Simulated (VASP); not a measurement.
Here is a VASP 6.6.1 calculation.

The input INCAR:

```
  PREC = Accurate
  ENCUT = 520
  EDIFF = 1E-6
  ISMEAR = -1
  SIGMA = 0.15
  LREAL = False
  LASPH = True
  NELM = 60
  ALGO = Normal
  ISIF = 2
  LWAVE = False
  LCHARG = False
  GGA = PS
  NBANDS = 41
```

Contents of KPOINTS:

```
Automatic mesh
0
Gamma
  12 12 4
```

File POSCAR:

```
In2O
1.0
    3.3792333665      0.0000000000      0.0000000000
   -1.6896166833      2.9265019407      0.0000000000
    0.0000000000      0.0000000000     12.5136607171
In O
4 2
Direct
    0.0000000000      0.0000000000      0.3827837662
    0.0000000000      0.0000000000      0.6172162338
    0.6666666667      0.3333333333      0.1150806199
    0.3333333333      0.6666666667      0.8849193801
    0.6666666667      0.3333333333      0.3054015730
    0.3333333333      0.6666666667      0.6945984270
```

Potentials or basis: VASP PAW PBE potentials, release 64 (In_d, O).

Command:

```bash
$ cat potpaw_PBE.64/In_d/POTCAR potpaw_PBE.64/O/POTCAR > POTCAR
$ mpirun -np 1 vasp_std > vasp.out
```

What does it give for the pressure?

-0.8 GPa.

Estimate the band gap on the k mesh.

zero (bands 32 and 33 overlap by 1.55 eV).

What does it give for the largest force?

0.042 eV/Å.

Forces on the atoms (eV/Å):
```
In   0.000  0.000  0.042
In   0.000  0.000 -0.042
In   0.000  0.000 -0.008
In   0.000  0.000  0.008
O    0.000  0.000 -0.037
O    0.000  0.000  0.037
```

Caveat: the PAW data sets were made with another functional, which shifts forces and pressure a little; spin-orbit coupling is left out, which moves the levels of the heavy elements.
